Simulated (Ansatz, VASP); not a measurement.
Sn: VASP beside Ansatz

The input INCAR:

```
PREC     = Accurate       # precision mode
ENCUT    = 520            # plane-wave cutoff, eV
EDIFF    = 1E-8           # SCF threshold, eV
ISMEAR   = -1             # smearing method
SIGMA    = 0.03           # smearing width, eV
LREAL    = False          # projectors in reciprocal space
LASPH    = True           # aspherical terms in the spheres
NELM     = 80             # most SCF steps
ALGO     = Normal         # electronic algorithm
ISIF     = 2              # what is computed and relaxed
LWAVE    = False          # write WAVECAR
LCHARG   = False          # write CHGCAR
GGA      = PS             # functional
LEFG     = True         
NBANDS   = 13             # bands
```

File KPOINTS:

```
Automatic mesh
0
Gamma
  16 16 16
```

Contents of POSCAR:

```
Sn
1.0
   -1.7492592239      1.7989121400      2.3691131866
    1.7492592239     -1.7989121400      2.3691131866
    1.7492592239      1.7989121400     -2.3691131866
Sn
1
Direct
    0.0000000000      0.0000000000      0.0000000000
```

Input for Ansatz:

```yaml
crystal:
  lattice:
    - [-1.7492592239, 1.79891214, 2.3691131866]
    - [1.7492592239, -1.79891214, 2.3691131866]
    - [1.7492592239, 1.79891214, -2.3691131866]
  atoms:
    - { symbol: Sn, position: [0.0, 0.0, 0.0] }
kpoints:
  mp_grid: { grid: [16, 16, 16] }
scf:
  occupations: { method: fermi_dirac, width: 0.03 }
hamiltonian:
  xc: pbesol
  pseudopotentials: { kind: paw }
output:
  forces: true
  stress: true
  eigenvalues: true
  efg: { contact_densities: true }
```

Change from the starting cell: volume scaled by 1.04, PAW files.

Alike in both runs: task electric field gradients; functional PBEsol; k mesh 16 × 16 × 16; occupations fermi-dirac, width 0.03 eV; no spin polarisation.

|  | VASP | Ansatz |
| --- | --- | --- |
| version | VASP 6.6.1 | Ansatz 0.2.0 |
| potentials or method | VASP PAW PBE potentials, release 64 (Sn_d) | PAW with Ansatz's default frozen-core files, scalar-relativistic |
| plane-wave cutoff (eV) | 520 | 420 |
| valence electrons in the cell | 14 | 14 |

```tsv
	VASP	Ansatz	Ansatz less VASP
pressure (GPa)	-5.0	-4.9	+0.06
traceless stress, the component that is largest in VASP (GPa)	0.31	0.31	-0.001
size of Vzz on the site where it differs most (V/Å²)	12.5	12.8	+0.26
```

VASP's potentials were made for PBE, not for PBEsol.
